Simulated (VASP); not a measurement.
# SrTiO3 (R-3m) in VASP: further runs, part 2 of 3

VASP 6.6.1.

### 3 Single point, PBE

The input, INCAR:

```
  ALGO = Normal
  EDIFF = 1E-6
  ENCUT = 520
  GGA = PE
  ISIF = 2
  ISMEAR = 0
  LASPH = T
  LCHARG = F
  LREAL = F
  LWAVE = F
  NBANDS = 28
  NELM = 100
  PREC = Accurate
  SIGMA = 0.05
```

The input, KPOINTS:

```
k-points
0
Gamma
  8 8 8
```

The input, POSCAR:

```
SrTiO3
1.0
    3.9901850463      0.4797583193      0.4797583193
    0.4797583193      3.9901850463      0.4797583193
    0.4797583193      0.4797583193      3.9901850463
Sr Ti O
1 1 3
Direct
    0.0000000000      0.0000000000      0.0000000000
    0.5000000000      0.5000000000      0.5000000000
    0.0000000000      0.5000000000      0.5000000000
    0.5000000000      0.0000000000      0.5000000000
    0.5000000000      0.5000000000      0.0000000000
```

Potentials or basis: VASP PAW PBE potentials, release 64 (Sr_sv, Ti_sv, O).

The run is started by

```
cat potpaw_PBE.64/Sr_sv/POTCAR potpaw_PBE.64/Ti_sv/POTCAR potpaw_PBE.64/O/POTCAR > POTCAR
mpirun -np 1 vasp_std > vasp.out
```

Wall time 47 s (1 thread of Intel Xeon 6975P-C (Granite Rapids), shared host); peak memory 0.24 GiB.

Results (log left out):

* Free energy: -36.8663 eV
* Pressure: 7.0 GPa

Stress tensor (GPa, compression positive):
```
  6.95 -24.83 -24.83
-24.83   6.95 -24.83
-24.83 -24.83   6.95
```

Levels at points of the mesh, in eV from the Fermi level:
```tsv
k point	band 17	band 18	band 19	band 20	band 21	band 22	band 23	band 24
(0.00, 0.00, 0.00)	-2.35	-1.08	-0.01	-0.01	0.01	0.01	0.36	2.57
(0.50, 0.00, 0.00)	-2.84	-2.69	-2.66	-0.31	0.56	1.83	2.20	2.69
(0.50, 0.50, 0.00)	-2.96	-2.09	-2.02	-0.34	1.71	1.93	2.56	3.33
(0.50, 0.50, 0.50)	-3.76	-0.79	-0.06	-0.06	2.46	2.46	2.93	5.45
```

Caveat: semilocal functionals often make such compounds metallic where correlation or magnetic order opens a gap, which also shifts bond lengths.

### 4 Single point, PBE

This run uses another cell than the first one, of the same volume but with other edges.

The input, INCAR:

```
PREC = Accurate ; ENCUT = 520
EDIFF = 1E-7 ; ISMEAR = 0
SIGMA = 0.05 ; LREAL = F
LASPH = T ; NELM = 100
ALGO = Normal ; ISIF = 2
LWAVE = F ; LCHARG = T
GGA = PE ; LELF = T
LVHAR = T ; NBANDS = 28
```

The input, KPOINTS:

```
regular mesh
0
Gamma
  8 8 8
```

POSCAR: that of step 3 with these lines changed.

```diff
@@ -2,5 +2,5 @@
 1.0
-    3.9901850463      0.4797583193      0.4797583193
-    0.4797583193      3.9901850463      0.4797583193
-    0.4797583193      0.4797583193      3.9901850463
+    4.0448394974     -0.6222829996     -0.6222829996
+   -0.6222829996      4.0448394974     -0.6222829996
+   -0.6222829996     -0.6222829996      4.0448394974
 Sr Ti O
```

Potentials or basis: VASP PAW PBE potentials, release 64 (Sr_sv, Ti_sv, O).

The run is started by

```
cat potpaw_PBE.64/Sr_sv/POTCAR potpaw_PBE.64/Ti_sv/POTCAR potpaw_PBE.64/O/POTCAR > POTCAR
mpirun -np 1 vasp_std > vasp.out
```

OUTCAR:

```text
PREC = Accurate
   ENCUT = 520
   EDIFF = 1E-7
   ISMEAR = 0
   LREAL = F
   LASPH = T
   NELM = 100
   ISIF = 2
   GGA = PE

 ion  position               nearest neighbor table
   1  0.000  0.000  0.000-   2 2.43   2 2.43   4 2.50   5 2.50   3 2.50   4 2.50   5 2.50   3 2.50
                             3 3.30   4 3.30   5 3.30   4 3.30   3 3.30   5 3.30   2 3.90   2 3.90
   2  0.500  0.500  0.500-   3 2.07   4 2.07   5 2.07   5 2.07   4 2.07   3 2.07   1 2.43   1 2.43
                             1 3.90   1 3.90   1 3.90   1 3.90   1 3.90   1 3.90
   3  0.000  0.500  0.500-   2 2.07   2 2.07   1 2.50   1 2.50   1 3.30   1 3.30
   4  0.500  0.000  0.500-   2 2.07   2 2.07   1 2.50   1 2.50   1 3.30   1 3.30
   5  0.500  0.500  0.000-   2 2.07   2 2.07   1 2.50   1 2.50   1 3.30   1 3.30

  LATTYP: Found a trigonal (rhomboedric) cell.
 ALAT       =     4.1394684227
 COS(alpha) =    -0.2711864407

  Lattice vectors:

 A1 = (   4.0448394974,  -0.6222829996,  -0.6222829996)
 A2 = (  -0.6222829996,   4.0448394974,  -0.6222829996)
 A3 = (  -0.6222829996,  -0.6222829996,   4.0448394974)

Analysis of symmetry for initial positions (statically):
=====================================================================
 Subroutine PRICEL returns:
 Original cell was already a primitive cell.

 Routine SETGRP: Setting up the symmetry group for a
 trigonal (rhombohedral) supercell.

 Subroutine GETGRP returns: Found 12 space group operations
 (whereof 12 operations were pure point group operations)
 out of a pool of 12 trial point group operations.

The static configuration has the point symmetry D_3d.

Analysis of symmetry for dynamics (positions and initial velocities):
=====================================================================
 Subroutine PRICEL returns:
 Original cell was already a primitive cell.

 Routine SETGRP: Setting up the symmetry group for a
 trigonal (rhombohedral) supercell.

 Subroutine GETGRP returns: Found 12 space group operations
 (whereof 12 operations were pure point group operations)
 out of a pool of 12 trial point group operations.

The dynamic configuration has the point symmetry D_3d.

 Subroutine INISYM returns: Found 12 space group operations
 (whereof 12 operations are pure point group operations),
 and found     1 'primitive' translations

----------------------------------------------------------------------------------------

                                     Primitive cell

  volume of cell :      60.9956

  direct lattice vectors                    reciprocal lattice vectors
     4.044839497 -0.622283000 -0.622283000     0.261879182  0.047614397  0.047614397
    -0.622283000  4.044839497 -0.622283000     0.047614397  0.261879182  0.047614397
    -0.622283000 -0.622283000  4.044839497     0.047614397  0.047614397  0.261879182

  length of vectors
     4.139468423  4.139468423  4.139468423     0.270397795  0.270397795  0.270397795

  position of ions in fractional coordinates (direct lattice)
     0.000000000  0.000000000  0.000000000
     0.500000000  0.500000000  0.500000000
     0.000000000  0.500000000  0.500000000
     0.500000000  0.000000000  0.500000000
     0.500000000  0.500000000  0.000000000

  ion indices of the primitive-cell ions
   primitive index   ion index
                 1           1
                 2           2
                 3           3
[... 25 lines left out ...]
 ===========================================

 Found     65 irreducible k-points:

 Following reciprocal coordinates:
            Coordinates               Weight
  0.000000  0.000000  0.000000      1.000000
  0.125000  0.000000  0.000000      6.000000
  0.250000  0.000000  0.000000      6.000000
  0.375000 -0.000000  0.000000      6.000000
  0.500000  0.000000  0.000000      3.000000
  0.125000  0.125000  0.000000      6.000000
[... 16 lines left out ...]
  0.250000  0.125000  0.125000      6.000000
  0.375000  0.125000  0.125000      6.000000
 [... further k-points ...]
   k-points           NKPTS =     65   k-points in BZ     NKDIM =     65   number of bands    NBANDS=     28
   number of dos      NEDOS =    301   number of ions     NIONS =      5
   total plane-waves  NPLWV =  32768
   dimension x,y,z NGX =    32 NGY =   32 NGZ =   32
   dimension x,y,z NGXF=    64 NGYF=   64 NGZF=   64
   ions per type =               1   1   3
   NGX,Y,Z   is equivalent  to a cutoff of  12.85, 12.85, 12.85 a.u.
   NGXF,Y,Z  is equivalent  to a cutoff of  25.70, 25.70, 25.70 a.u.
 SYSTEM =  unknown system
   PREC   = accura    normal or accurate (medium, high low for compatibility)
   ISTART =      0    job   : 0-new  1-cont  2-samecut
   ICHARG =      2    charge: 1-file 2-atom 10-const
   ISPIN  =      1    spin polarized calculation?
   LNONCOLLINEAR =      F non collinear calculations
   LSORBIT =      F    spin-orbit coupling
   LASPH  =      T    aspherical Exc in radial PAW
   ENCUT  =  520.0 eV  38.22 Ry    6.18 a.u.   7.70  7.70  7.70*2*pi/ulx,y,z
   NELM   =    100;   NELMIN=  2; NELMDL= -5     # of ELM steps
   EDIFF  = 0.1E-06   stopping-criterion for ELM
   LREAL  =      F    real-space projection
   EDIFFG = 0.1E-05   stopping-criterion for IOM
   NSW    =      0    number of steps for IOM
   IBRION =     -1    ionic relax: 0-MD 1-quasi-New 2-CG
   NFREE  =      0    steps in history (QN), initial steepest desc. (CG)
   ISIF   =      2    stress and relaxation
   ISYM   =      2    0-nonsym 1-usesym 2-fastsym
   POTIM  = 0.5000    time-step for ionic-motion
   TEBEG  =    0.0;   TEEND  =   0.0 temperature during run
   PSTRESS=    0.0 pullay stress
   NELECT =      40.0000    total number of electrons
   NUPDOWN=      -1.0000    fix difference up-down
   EMIN   =  10.00;   EMAX   =-10.00  energy-range for DOS
   EFERMI =   0.00;   METHOD = LEGACY
   ISMEAR =     0;   SIGMA  =   0.05  broadening in eV -4-tet -1-fermi 0-gaus
   EFERMI_NEDOS =   21; number of points for ismear=-14 and -15
   IALGO  =     38    algorithm
   IMIX   =      4    mixing-type and parameters
     AMIX     =   0.40;   BMIX     =  1.00
     AMIX_MAG =   1.60;   BMIX_MAG =  1.00
  volume/ion in A,a.u.               =      12.20        82.32
  Fermi-wavevector in a.u.,A,eV,Ry     =   1.422313  2.687782 27.524240  2.022975
  Thomas-Fermi vector in A             =   2.543030
   LORBIT       =      0    0 simple, 1 ext, 2 COOP (PROOUT), +10 PAW based schemes
   GGA     = PE    functional components
   LHFCALC =     F    Hartree Fock is set to
   AEXX    =    0.0000 exact exchange contribution
   IVDW    =     0    specifies the selected vdW correction
   LEPSILON=     F    determine dielectric tensor
   LRPA    =     F    only Hartree local field effects (RPA)
 non-spin polarized calculation
 Gauss-broadening in eV      SIGMA  =   0.05
  energy-cutoff  :      520.00
  volume of cell :       61.00
 maximum number of plane-waves:      1653
   NGX = 15   NGY = 15   NGZ = 15

 number of electron      40.0000000 magnetization

 Free energy of the ion-electron system (eV)
  ---------------------------------------------------
  ext. energy  EPLUGINS =         0.00000000
  ---------------------------------------------------
  free energy    TOTEN  =       -32.91989264 eV

  energy without entropy =      -32.91515673  energy(sigma->0) =      -32.91752468

 E-fermi :   4.7750     XC(G=0): -11.0755

 val. band max:        4.7720278767   @ k =  -0.3750   0.3750   0.2500
 cond. band min:       4.7817276063   @ k =  -0.3750   0.2500   0.1250
 fundamental gap:      0.0096997296
 Fermi energy:         4.7749580497

 k-point     1 :       0.0000    0.0000    0.0000
  band No.  band energies     occupation
      1     -52.9199      2.00000
      2     -29.6389      2.00000
      3     -29.4851      2.00000
      4     -28.9991      2.00000
      5     -28.9991      2.00000
      6     -13.3584      2.00000
[... 733 lines left out ...]
     27      11.0619      0.00000
     28      11.6328      0.00000

 [... further k-points ...]
[... 5 lines left out ...]
  --------------------------------------------------------------------------------------
  -------------------------------------------------------------------------------------
  Total        4.1651272      4.1651272      4.1651272     12.5683802     12.5683802     12.5683802
  in kB      109.4057140    109.4057140    109.4057140    330.1345981    330.1345981    330.1345981
  external PRESSURE =     109.4057140 kB  Pullay stress =       0.0000000 kB

 VOLUME and BASIS-vectors are now :
 -----------------------------------------------------------------------------
  energy-cutoff  :      520.00
  volume of cell :       61.00
      direct lattice vectors                 reciprocal lattice vectors
     4.044839497 -0.622283000 -0.622283000     0.261879182  0.047614397  0.047614397
    -0.622283000  4.044839497 -0.622283000     0.047614397  0.261879182  0.047614397
    -0.622283000 -0.622283000  4.044839497     0.047614397  0.047614397  0.261879182

 POSITION                                       TOTAL-FORCE (eV/Angst)
 -----------------------------------------------------------------------------------
      0.00000      0.00000      0.00000        -0.000000      0.000000     -0.000000
      1.40014      1.40014      1.40014        -0.000000     -0.000000      0.000000
     -0.62228      1.71128      1.71128        -0.000000      0.000000      0.000000
      1.71128     -0.62228      1.71128         0.000000      0.000000     -0.000000
      1.71128      1.71128     -0.62228         0.000000      0.000000     -0.000000
 -----------------------------------------------------------------------------------
    total drift:                                0.000000     -0.000000     -0.000000

  FREE ENERGIE OF THE ION-ELECTRON SYSTEM (eV)
  ---------------------------------------------------
  free  energy   TOTEN  =       -32.9198926354 eV

  energy  without entropy=      -32.9151567344  energy(sigma->0) =      -32.91752468
```

stdout:

```text
POSCAR found type information on POSCAR SrTiO
 POSCAR found :  3 types and       5 ions
 scaLAPACK will be used
 LDA part: xc-table for (Slater+PW92), standard interpolation
 POSCAR, INCAR and KPOINTS ok, starting setup
 FFT: planning ... GRIDC
 FFT: planning ... GRID_SOFT
 FFT: planning ... GRID
 WAVECAR not read
 entering main loop
```

It took 48 s on 1 thread of Intel Xeon 6975P-C (Granite Rapids), shared host; peak memory 0.25 GiB.

What came out:

| Item | Value |
| --- | --- |
| Free energy | -32.9199 eV |
| Pressure | 10.9 GPa |
| Band gap on the k mesh | zero (band 20 reaches 4.96 eV, above the bottom of band 21 at 4.59 eV) |

Levels at points of the mesh, in eV from the Fermi level:
```tsv
k point	band 17	band 18	band 19	band 20	band 21	band 22	band 23	band 24
(0.00, 0.00, 0.00)	-2.18	-0.89	-0.26	-0.18	-0.18	0.17	0.17	2.39
(0.50, 0.00, 0.00)	-2.52	-2.35	-1.77	-0.14	1.27	1.54	2.00	2.72
(0.50, 0.50, 0.00)	-2.56	-2.08	-1.87	-0.16	-0.10	1.92	2.01	3.25
(0.50, 0.50, 0.50)	-2.06	-0.23	-0.23	0.18	2.26	2.48	2.48	5.05
```

Caveat: semilocal functionals often make such compounds metallic where correlation or magnetic order opens a gap, which also shifts bond lengths.

(Part 2 of 3 ends here.)
